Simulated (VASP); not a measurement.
# BP (F-43m) in VASP: a series of runs, part 2 of 3

VASP 6.6.1. The steps go on from the part before.

## Step 4: Single point, LDA (volume scaled by 0.99)

Contents of INCAR:

```
PREC = Accurate
ENCUT = 520
EDIFF = 1E-7
ISMEAR = -1
SIGMA = 0.05
LREAL = F
LASPH = T
NELM = 100
ALGO = Normal
ISIF = 2
LWAVE = F
LCHARG = F
NBANDS = 11
```

Contents of KPOINTS:

```
regular mesh
0
Gamma
  15 15 15
```

Contents of POSCAR:

```
BP
1.0
    0.0000000000      2.2614113146      2.2614113146
    2.2614113146      0.0000000000      2.2614113146
    2.2614113146      2.2614113146      0.0000000000
B P
1 1
Direct
    0.0000000000      0.0000000000      0.0000000000
    0.7500000000      0.7500000000      0.7500000000
```

Potentials or basis: VASP PAW LDA potentials, release 64 (B, P).

Launch:

```sh
cat potpaw_LDA.64/B/POTCAR potpaw_LDA.64/P/POTCAR > POTCAR
mpirun -np 1 vasp_std > vasp.out
```

OUTCAR:

```text
PREC = Accurate
   ENCUT = 520
   EDIFF = 1E-7
   ISMEAR = -1
   LREAL = F
   LASPH = T
   NELM = 100
   ISIF = 2

 ion  position               nearest neighbor table
   1  0.000  0.000  0.000-   2 1.96   2 1.96   2 1.96   2 1.96
   2  0.750  0.750  0.750-   1 1.96   1 1.96   1 1.96   1 1.96

  LATTYP: Found a face centered cubic cell.
 ALAT       =     4.5228226292

  Lattice vectors:

 A1 = (   0.0000000000,   2.2614113146,   2.2614113146)
 A2 = (   2.2614113146,   0.0000000000,   2.2614113146)
 A3 = (   2.2614113146,   2.2614113146,   0.0000000000)

Analysis of symmetry for initial positions (statically):
[... 5 lines left out ...]
 face centered cubic supercell.

 Subroutine GETGRP returns: Found 24 space group operations
 (whereof 24 operations were pure point group operations)
 out of a pool of 48 trial point group operations.

The static configuration has the point symmetry T_d .

Analysis of symmetry for dynamics (positions and initial velocities):
[... 5 lines left out ...]
 face centered cubic supercell.

 Subroutine GETGRP returns: Found 24 space group operations
 (whereof 24 operations were pure point group operations)
 out of a pool of 48 trial point group operations.

The dynamic configuration has the point symmetry T_d .

 Subroutine INISYM returns: Found 24 space group operations
 (whereof 24 operations are pure point group operations),
 and found     1 'primitive' translations

----------------------------------------------------------------------------------------

                                     Primitive cell

  volume of cell :      23.1296

  direct lattice vectors                    reciprocal lattice vectors
     0.000000000  2.261411315  2.261411315    -0.221100866  0.221100866  0.221100866
     2.261411315  0.000000000  2.261411315     0.221100866 -0.221100866  0.221100866
     2.261411315  2.261411315  0.000000000     0.221100866  0.221100866 -0.221100866

  length of vectors
     3.198118551  3.198118551  3.198118551     0.382957933  0.382957933  0.382957933

  position of ions in fractional coordinates (direct lattice)
     0.000000000  0.000000000  0.000000000
     0.750000000  0.750000000  0.750000000

  ion indices of the primitive-cell ions
   primitive index   ion index
                 1           1
                 2           2

----------------------------------------------------------------------------------------

 KPOINTS: regular mesh

Automatic generation of k-mesh.
 Grid dimensions read from file:
 generate k-points for:   15   15   15

 Generating k-lattice:

  Cartesian coordinates                     Fractional coordinates (reciprocal lattice)
    -0.014740058  0.014740058  0.014740058     0.066666667  0.000000000  0.000000000
     0.014740058 -0.014740058  0.014740058     0.000000000  0.066666667  0.000000000
     0.014740058  0.014740058 -0.014740058     0.000000000  0.000000000  0.066666667

  Length of vectors
     0.025530529  0.025530529  0.025530529

  Shift w.r.t. Gamma in fractional coordinates (k-lattice)
     0.000000000  0.000000000  0.000000000

 Subroutine IBZKPT returns following result:
 ===========================================

 Found    120 irreducible k-points:

 Following reciprocal coordinates:
            Coordinates               Weight
  0.000000  0.000000  0.000000      1.000000
  0.066667  0.000000  0.000000      8.000000
  0.133333  0.000000  0.000000      8.000000
  0.200000  0.000000  0.000000      8.000000
  0.266667  0.000000  0.000000      8.000000
  0.333333  0.000000  0.000000      8.000000
[... 16 lines left out ...]
  0.133333  0.133333  0.000000      6.000000
  0.200000  0.133333  0.000000     24.000000
 [... further k-points ...]
   k-points           NKPTS =    120   k-points in BZ     NKDIM =    120   number of bands    NBANDS=     11
   number of dos      NEDOS =    301   number of ions     NIONS =      2
   total plane-waves  NPLWV =  13824
   dimension x,y,z NGX =    24 NGY =   24 NGZ =   24
   dimension x,y,z NGXF=    48 NGYF=   48 NGZF=   48
   ions per type =               1   1
   NGX,Y,Z   is equivalent  to a cutoff of  12.48, 12.48, 12.48 a.u.
   NGXF,Y,Z  is equivalent  to a cutoff of  24.95, 24.95, 24.95 a.u.
 SYSTEM =  unknown system
   PREC   = accura    normal or accurate (medium, high low for compatibility)
   ISTART =      0    job   : 0-new  1-cont  2-samecut
   ICHARG =      2    charge: 1-file 2-atom 10-const
   ISPIN  =      1    spin polarized calculation?
   LNONCOLLINEAR =      F non collinear calculations
   LSORBIT =      F    spin-orbit coupling
   LASPH  =      T    aspherical Exc in radial PAW
   ENCUT  =  520.0 eV  38.22 Ry    6.18 a.u.   5.95  5.95  5.95*2*pi/ulx,y,z
   NELM   =    100;   NELMIN=  2; NELMDL= -5     # of ELM steps
   EDIFF  = 0.1E-06   stopping-criterion for ELM
   LREAL  =      F    real-space projection
   EDIFFG = 0.1E-05   stopping-criterion for IOM
   NSW    =      0    number of steps for IOM
   IBRION =     -1    ionic relax: 0-MD 1-quasi-New 2-CG
   NFREE  =      0    steps in history (QN), initial steepest desc. (CG)
   ISIF   =      2    stress and relaxation
   ISYM   =      2    0-nonsym 1-usesym 2-fastsym
   POTIM  = 0.5000    time-step for ionic-motion
   TEBEG  =    0.0;   TEEND  =   0.0 temperature during run
   PSTRESS=    0.0 pullay stress
   NELECT =       8.0000    total number of electrons
   NUPDOWN=      -1.0000    fix difference up-down
   EMIN   =  10.00;   EMAX   =-10.00  energy-range for DOS
   EFERMI =   0.00;   METHOD = LEGACY
   ISMEAR =    -1;   SIGMA  =   0.05  broadening in eV -4-tet -1-fermi 0-gaus
   EFERMI_NEDOS =   21; number of points for ismear=-14 and -15
   IALGO  =     38    algorithm
   IMIX   =      4    mixing-type and parameters
     AMIX     =   0.40;   BMIX     =  1.00
     AMIX_MAG =   1.60;   BMIX_MAG =  1.00
  volume/ion in A,a.u.               =      11.56        78.04
  Fermi-wavevector in a.u.,A,eV,Ry     =   1.149164  2.171605 17.967547  1.320577
  Thomas-Fermi vector in A             =   2.285835
   LORBIT       =      0    0 simple, 1 ext, 2 COOP (PROOUT), +10 PAW based schemes
   GGA     = CA    functional components
   LHFCALC =     F    Hartree Fock is set to
   AEXX    =    0.0000 exact exchange contribution
   IVDW    =     0    specifies the selected vdW correction
   LEPSILON=     F    determine dielectric tensor
   LRPA    =     F    only Hartree local field effects (RPA)
 non-spin polarized calculation
  energy-cutoff  :      520.00
  volume of cell :       23.13
 maximum number of plane-waves:       635
   NGX = 11   NGY = 11   NGZ = 11

 number of electron       8.0000001 magnetization

 Free energy of the ion-electron system (eV)
  ---------------------------------------------------
  ext. energy  EPLUGINS =         0.00000000
  ---------------------------------------------------
  free energy    TOTEN  =       -14.39395553 eV

  energy without entropy =      -14.39395549  energy(sigma->0) =      -14.39395551

 E-fermi :   8.1017     XC(G=0): -11.1295

 val. band max:        7.5260929702   @ k =   0.0000   0.0000   0.0000
 cond. band min:       8.7022605084   @ k =   0.4000   0.4000   0.0000
 fundamental gap:      1.1761675382
 Fermi energy:         8.1016696466

 k-point     1 :       0.0000    0.0000    0.0000
  band No.  band energies     occupation
      1      -7.9528      2.00000
      2       7.5261      1.99998
      3       7.5261      1.99998
      4       7.5261      1.99998
      5      10.9204      0.00000
      6      10.9204      0.00000
      7      10.9204      0.00000
      8      15.0485      0.00000
      9      18.8535      0.00000
     10      19.7372      0.00000
     11      19.7372      0.00000

 k-point     2 :       0.0667    0.0000    0.0000
  band No.  band energies     occupation
      1      -7.8720      2.00000
      2       6.8767      2.00000
      3       7.3832      2.00000
      4       7.3832      2.00000
      5      11.1174      0.00000
      6      11.1174      0.00000
      7      11.1783      0.00000
      8      15.2765      0.00000
      9      19.1192      0.00000
     10      19.3437      0.00000
     11      19.3437      0.00000
[... 295 lines left out ...]
 k-point    24 :       0.2000    0.1333    0.0000
  band No.  band energies     occupation
      1      -7.2309      2.00000
      2       4.9209      2.00000
      3       5.8030      2.00000
      4       6.1627      2.00000
      5      10.2044      0.00000
      6      13.1877      0.00000
      7      13.3301      0.00000
      8      14.6041      0.00000
      9      18.3474      0.00000
     10      20.2153      0.00000
     11      20.9107      0.00000

 [... further k-points ...]
[... 5 lines left out ...]
  --------------------------------------------------------------------------------------
  -------------------------------------------------------------------------------------
  Total       -0.5395170     -0.5395170     -0.5395170      0.0000000      0.0000000      0.0000000
  in kB      -37.3720616    -37.3720616    -37.3720616      0.0000000      0.0000000      0.0000000
  external PRESSURE =     -37.3720616 kB  Pullay stress =       0.0000000 kB

 VOLUME and BASIS-vectors are now :
 -----------------------------------------------------------------------------
  energy-cutoff  :      520.00
  volume of cell :       23.13
      direct lattice vectors                 reciprocal lattice vectors
     0.000000000  2.261411315  2.261411315    -0.221100866  0.221100866  0.221100866
     2.261411315  0.000000000  2.261411315     0.221100866 -0.221100866  0.221100866
     2.261411315  2.261411315  0.000000000     0.221100866  0.221100866 -0.221100866

 POSITION                                       TOTAL-FORCE (eV/Angst)
 -----------------------------------------------------------------------------------
      0.00000      0.00000      0.00000        -0.000000     -0.000000     -0.000000
      3.39212      3.39212      3.39212         0.000000      0.000000      0.000000
 -----------------------------------------------------------------------------------
    total drift:                               -0.000000     -0.000000     -0.000000

  FREE ENERGIE OF THE ION-ELECTRON SYSTEM (eV)
  ---------------------------------------------------
  free  energy   TOTEN  =       -14.3939555297 eV

  energy  without entropy=      -14.3939554870  energy(sigma->0) =      -14.39395551
```

OSZICAR:

```text
N       E                     dE             d eps       ncg     rms          rms(c)
DAV:   1     0.845240911563E+01    0.84524E+01   -0.39266E+03  2640   0.651E+02
DAV:   2    -0.146012334013E+02   -0.23054E+02   -0.21966E+02  3545   0.111E+02
DAV:   3    -0.152397005149E+02   -0.63847E+00   -0.63701E+00  3284   0.164E+01
DAV:   4    -0.152422366656E+02   -0.25362E-02   -0.25358E-02  3030   0.122E+00
DAV:   5    -0.152422499639E+02   -0.13298E-04   -0.13298E-04  3265   0.890E-02    0.744E+00
DAV:   6    -0.145221304194E+02    0.72012E+00   -0.16397E+00  3000   0.550E+00    0.392E+00
DAV:   7    -0.144066828662E+02    0.11545E+00   -0.26055E-01  3317   0.255E+00    0.129E+00
DAV:   8    -0.143939166738E+02    0.12766E-01   -0.31463E-02  3071   0.951E-01    0.223E-01
DAV:   9    -0.143939582512E+02   -0.41577E-04   -0.79948E-04  3051   0.197E-01    0.157E-01
DAV:  10    -0.143939537238E+02    0.45274E-05   -0.12861E-04  2898   0.645E-02    0.346E-02
DAV:  11    -0.143939560156E+02   -0.22918E-05   -0.74701E-06  3307   0.139E-02    0.406E-02
DAV:  12    -0.143939555192E+02    0.49645E-06   -0.26283E-06  3001   0.672E-03    0.130E-02
DAV:  13    -0.143939555297E+02   -0.10595E-07   -0.90534E-08  1656   0.190E-03
   1 F= -.14393956E+02 E0= -.14393956E+02  d E =-.427586E-07
```

It took 36 s on 1 thread of AMD EPYC 7R43 (Zen 3), shared host; peak memory 0.11 GiB.

What came out:

```
Free energy            : -14.3940 eV
Pressure               : -3.7 GPa
Band gap on the k mesh : 1.18 eV, indirect (least direct gap 3.39 eV)
```

Levels at points of the mesh, in eV from the valence-band top:
```csv
k point,band 1,band 2,band 3,band 4,band 5,band 6,band 7,band 8
"(0.00, 0.00, 0.00)",-15.48,0.00,0.00,0.00,3.39,3.39,3.39,7.52
```

 A k mesh can miss the band edges.

(Continued in part 3 of 3.)
